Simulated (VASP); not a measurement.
# Ta (P6_3/mmc) in VASP: further runs, part 2 of 2

VASP 6.6.1. Earlier steps stand in the parts before.

**4. Relaxation of cell and atoms, PBE**

This run uses another cell than the first one, of 18.32 Å³/atom.

The input, INCAR:

```
SYSTEM = Ta
ALGO = Normal ; EDIFF = 1E-7
EDIFFG = -0.005 ; ENCUT = 600
GGA = PE ; IBRION = 2
ISIF = 3 ; ISMEAR = -1
LASPH = .True. ; LCHARG = .False.
LREAL = .False. ; LWAVE = .False.
NELM = 100 ; NSW = 60
PREC = Accurate ; SIGMA = 0.08
```

The input, KPOINTS:

```
k-points
0
Gamma
  15 15 8
  0 0 0
```

The input, POSCAR:

```
Ta
1.0
    2.9669564710      0.0000000000      0.0000000000
   -1.4834782355      2.5694596758      0.0000000000
    0.0000000000      0.0000000000      4.8064694830
Ta
2
Direct
    0.3333333333      0.6666666667      0.2500000000
    0.6666666667      0.3333333333      0.7500000000
```

Potentials or basis: VASP PAW PBE potentials, release 64 (Ta_pv).

Run with:

```
cat potpaw_PBE.64/Ta_pv/POTCAR > POTCAR
mpirun -np 1 vasp_std > vasp.out
```

OUTCAR:

```text
SYSTEM = Ta
   EDIFF = 1E-7
   EDIFFG = -0.005
   ENCUT = 600
   GGA = PE
   IBRION = 2
   ISIF = 3
   ISMEAR = -1
   LASPH = .True.
   LREAL = .False.
   NELM = 100
   NSW = 60
   PREC = Accurate

 ion  position               nearest neighbor table
   1  0.333  0.667  0.250-   2 2.95   2 2.95   2 2.95   2 2.95   2 2.95   2 2.95
   2  0.667  0.333  0.750-   1 2.95   1 2.95   1 2.95   1 2.95   1 2.95   1 2.95

  LATTYP: Found a hexagonal cell.
 ALAT       =     2.9669564710
 C/A-ratio  =     1.6200000000

  Lattice vectors:

 A1 = (   2.9669564710,   0.0000000000,   0.0000000000)
 A2 = (  -1.4834782355,   2.5694596758,   0.0000000000)
 A3 = (   0.0000000000,   0.0000000000,   4.8064694830)

Analysis of symmetry for initial positions (statically):
=====================================================================
 Subroutine PRICEL returns:
 Original cell was already a primitive cell.

 Routine SETGRP: Setting up the symmetry group for a
 hexagonal supercell.

 Subroutine GETGRP returns: Found 24 space group operations
 (whereof 12 operations were pure point group operations)
 out of a pool of 24 trial point group operations.

The static configuration has the point symmetry D_3d.
 The point group associated with its full space group is D_6h.

Analysis of symmetry for dynamics (positions and initial velocities):
=====================================================================
 Subroutine PRICEL returns:
 Original cell was already a primitive cell.

 Routine SETGRP: Setting up the symmetry group for a
 hexagonal supercell.

 Subroutine GETGRP returns: Found 24 space group operations
 (whereof 12 operations were pure point group operations)
 out of a pool of 24 trial point group operations.

The dynamic configuration has the point symmetry D_3d.
 The point group associated with its full space group is D_6h.

 Subroutine INISYM returns: Found 24 space group operations
 (whereof 12 operations are pure point group operations),
 and found     1 'primitive' translations
[... 135 lines left out ...]

 number of electron      21.9999999 magnetization

 Free energy of the ion-electron system (eV)
  ---------------------------------------------------
  ext. energy  EPLUGINS =         0.00000000
  ---------------------------------------------------
  free energy    TOTEN  =       -22.98242256 eV

  energy without entropy =      -22.92304185  energy(sigma->0) =      -22.95273220

------------------------ aborting loop because EDIFF is reached ----------------------------------------

  FORCE on cell =-STRESS in cart. coord.  units (eV):
  Direction    XX          YY          ZZ          XY          YZ          ZX
  --------------------------------------------------------------------------------------
  -------------------------------------------------------------------------------------
  Total        0.0871259      0.0871259      2.9321534      0.0000000      0.0000000      0.0000000
  in kB        3.8095957      3.8095957    128.2088772      0.0000000      0.0000000      0.0000000
  external PRESSURE =      45.2760228 kB  Pullay stress =       0.0000000 kB
[... 203 lines left out ...]
--------------------------------------- Ionic step        7  -------------------------------------------

 number of electron      22.0000003 magnetization

 Free energy of the ion-electron system (eV)
  ---------------------------------------------------
  ext. energy  EPLUGINS =         0.00000000
  ---------------------------------------------------
  free energy    TOTEN  =       -23.09595520 eV

  energy without entropy =      -23.04321756  energy(sigma->0) =      -23.06958638

 E-fermi :   5.5885     XC(G=0): -12.4022

 val. band max:        5.5673792446   @ k =   0.3333   0.2000   0.2500
 cond. band min:       5.5988899883   @ k =   0.1333   0.1333   0.2500
 fundamental gap:      0.0315107437
 Fermi energy:         5.5884524220

 k-point     1 :       0.0000    0.0000    0.0000
  band No.  band energies     occupation
      1     -28.9673      2.00000
      2     -28.1372      2.00000
      3     -28.0357      2.00000
      4     -28.0357      2.00000
      5     -27.9508      2.00000
      6     -27.9508      2.00000
      7      -2.5905      2.00000
      8       0.6987      2.00000
      9       5.0792      1.99657
     10       5.5120      1.44456
     11       6.1905      0.00108
     12       6.1905      0.00108
     13       6.7652      0.00000
     14       6.7652      0.00000
[... 401 lines left out ...]
      2     -28.8276      2.00000
      3     -28.5189      2.00000
      4     -28.4766      2.00000
      5     -28.3843      2.00000
      6     -28.3117      2.00000
      7       2.5546      2.00000
      8       2.6715      2.00000
      9       2.9449      2.00000
     10       4.4788      2.00000
     11       5.2048      1.98360
     12       5.4543      1.68500
     13       6.4429      0.00005
     14       9.6686      0.00000
     15      10.0701      0.00000

 [... further k-points ...]

------------------------ aborting loop because EDIFF is reached ----------------------------------------

  FORCE on cell =-STRESS in cart. coord.  units (eV):
  Direction    XX          YY          ZZ          XY          YZ          ZX
  --------------------------------------------------------------------------------------
  -------------------------------------------------------------------------------------
  Total        0.0033013      0.0033013     -0.0001732     -0.0000000     -0.0000000      0.0000000
  in kB        0.1410679      0.1410679     -0.0074020     -0.0000000     -0.0000000      0.0000000
  external PRESSURE =       0.0915780 kB  Pullay stress =       0.0000000 kB
[... 17 lines left out ...]
  FREE ENERGIE OF THE ION-ELECTRON SYSTEM (eV)
  ---------------------------------------------------
  free  energy   TOTEN  =       -23.0959551958 eV

  energy  without entropy=      -23.0432175560  energy(sigma->0) =      -23.06958638

 reached required accuracy - stopping structural energy minimisation
```

OSZICAR:

```text
N       E                     dE             d eps       ncg     rms          rms(c)
DAV:   1     0.173257647814E+03    0.17326E+03   -0.14248E+04  4050   0.169E+03
DAV:   2    -0.201016140858E+02   -0.19336E+03   -0.19185E+03  4960   0.419E+02
DAV:   3    -0.238868467715E+02   -0.37852E+01   -0.37055E+01  5338   0.543E+01
DAV:   4    -0.239150326172E+02   -0.28186E-01   -0.28131E-01  4718   0.503E+00
[... 72 lines left out ...]
DAV:   5    -0.230959569319E+02   -0.33273E-06   -0.83977E-05  4862   0.866E-02    0.238E-02
DAV:   6    -0.230959554900E+02    0.14418E-05   -0.47932E-06  4813   0.207E-02    0.946E-03
DAV:   7    -0.230959553114E+02    0.17863E-06   -0.67534E-07  5024   0.755E-03    0.107E-03
DAV:   8    -0.230959551985E+02    0.11291E-06   -0.14168E-08  2382   0.103E-03    0.524E-04
DAV:   9    -0.230959551958E+02    0.26484E-08   -0.17522E-09  2186   0.397E-04
   7 F= -.23095955E+02 E0= -.23069586E+02  d E =-.198554E-02
```

CONTCAR:

```text
Ta
   1.00000000000000
     2.9011907448691492   -0.0000000000000000    0.0000000000000000
    -1.4505953724345746    2.5125048862729265   -0.0000000000000000
    -0.0000000000000000    0.0000000000000000    5.1438375234018938
  Ta
     2
Direct
     0.3333333332999970    0.6666666667000030    0.2500000000000000
     0.6666666667000030    0.3333333332999970    0.7500000000000000

  0.00000000E+00  0.00000000E+00  0.00000000E+00
  0.00000000E+00  0.00000000E+00  0.00000000E+00
```

It took 2.7 min on 1 thread of Intel Xeon Platinum 8559C (Emerald Rapids), shared host; peak memory 0.22 GiB.

What came out:

| Item | Value |
| --- | --- |
| Free energy | -23.0960 eV |
| Relaxed volume | 18.75 Å³/atom |
| Relaxed cell | a = 2.901 Å, b = 2.901 Å, c = 5.144 Å, α = 90.00°, β = 90.00°, γ = 120.00° |
| Space group after relaxing (to 0.1 Å) | P6_3/mmc (No. 194) |
| Energy gained by relaxing | 56.8 meV/atom |
| Ionic steps | 7 |
| Pressure after relaxing | 0.0 GPa |
| Band gap on the k mesh | zero (bands 11 and 12 overlap by 2.14 eV) |

Step by step:
```tsv
step	energy change (eV)	largest force (eV/Å)	pressure (GPa)	volume (Å³)
1	0.0000	0.0000	4.53	36.64
2	-0.0500	0.0000	-8.70	39.40
3	-0.0678	0.0000	-4.75	38.45
4	-0.1038	0.0000	-0.02	37.57
5	-0.1115	0.0000	-1.58	37.83
6	-0.1116	0.0000	1.61	37.18
7	-0.1135	0.0000	0.01	37.49
```

Final structure:
```yaml
crystal:
  lattice:
    - [2.90119, 0.00000, 0.00000]
    - [-1.45060, 2.51250, 0.00000]
    - [0.00000, 0.00000, 5.14384]
  atoms:
    - { symbol: Ta, position: [0.33333, 0.66667, 0.25000] }
    - { symbol: Ta, position: [0.66667, 0.33333, 0.75000] }
```

Caveat: spin-orbit coupling is left out, which moves the levels of the heavy elements.

**5. Overview**

| task | cell | cutoff (eV) | gap on the mesh (eV) | pressure (GPa) |
| --- | --- | --- | --- | --- |
| single point | a = 2.589, b = 2.589, c = 4.520 Å, angles 90.0, 90.0, 120.0°, 2 atoms | 520 | none | 130.9 |
| single point | a = 2.901, b = 2.901, c = 5.143 Å, angles 90.0, 90.0, 120.0°, 2 atoms | 520 | none | 0.1 |
| relaxation of cell and atoms | relaxed from a = 2.967, b = 2.967, c = 4.806 Å, angles 90.0, 90.0, 120.0°, 2 atoms | 600 | none | 0.0 |

Alike in all rows: level PBE; potentials or basis VASP PAW PBE potentials, release 64 (Ta_pv); no spin polarisation; k mesh 15 × 15 × 8; smearing fermi-dirac 0.08 eV.

Caveats: spin-orbit coupling is left out, which moves the levels of the heavy elements; the cell stands under pressure (at least some runs).

Total energies depend on the potentials used, so only differences within one code and one set of settings carry meaning.

The gap in the log of VASP goes by the Fermi energy; the results here count the filled bands.